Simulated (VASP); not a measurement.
Set up this calculation in VASP 6.6.1, as the native input.

* Task: single point
* Functional: PBE
* Potentials or basis: VASP PAW PBE potentials, release 64 (Mg, O)
* Cutoff: 600 eV
* k mesh: 14 × 14 × 14
* Occupations: fermi-dirac, width 0.0612256 eV
* Spin: no spin polarisation
* Dipole correction: no
* Further INCAR settings: ALGO = Normal; EDIFF = 1e-06; NBANDS = 18

The structure of MgO3 (ReO3 type) lies in POSCAR:

```
MgO3
1.0
    3.8800037971      0.0000000000      0.0000000000
    0.0000000000      3.8800037971      0.0000000000
    0.0000000000      0.0000000000      3.8800037971
Mg O
1 3
Direct
    0.0000000000      0.0000000000      0.0000000000
    0.5000000000      0.0000000000      0.0000000000
    0.0000000000      0.5000000000      0.0000000000
    0.0000000000      0.0000000000      0.5000000000
```

One way to write it, as run:

INCAR

```
SYSTEM = MgO3
ALGO     = Normal         ! electronic algorithm
EDIFF    = 1E-6           ! SCF threshold, eV
ENCUT    = 600            ! plane-wave cutoff, eV
GGA      = PE             ! functional
GGA_COMPAT= .FALSE.      
ISIF     = 2              ! what is computed and relaxed
ISMEAR   = -1             ! smearing method
LASPH    = .TRUE.         ! aspherical terms in the spheres
LCHARG   = .FALSE.        ! write CHGCAR
LREAL    = .FALSE.        ! projectors in reciprocal space
LWAVE    = .FALSE.        ! write WAVECAR
NBANDS   = 18             ! bands
NELM     = 120            ! most SCF steps
PREC     = Accurate       ! precision mode
SIGMA    = 0.06122561905347299 ! smearing width, eV
```

KPOINTS

```
k-points
0
G
  14 14 14
  0 0 0
```

Potentials or basis: VASP PAW PBE potentials, release 64 (Mg, O).

The run is started by

```sh
$ cat potpaw_PBE.64/Mg/POTCAR potpaw_PBE.64/O/POTCAR > POTCAR
$ mpirun -np 1 vasp_std > vasp.out
```

It gave:

The pressure is 3.8 GPa. The band gap on the k mesh is zero (band 10 reaches -1.91 eV, above the bottom of band 11 at -3.14 eV).

It took 100 s on 1 thread of Intel Xeon 8259CL, on a shared host, peak memory 0.27 GiB.
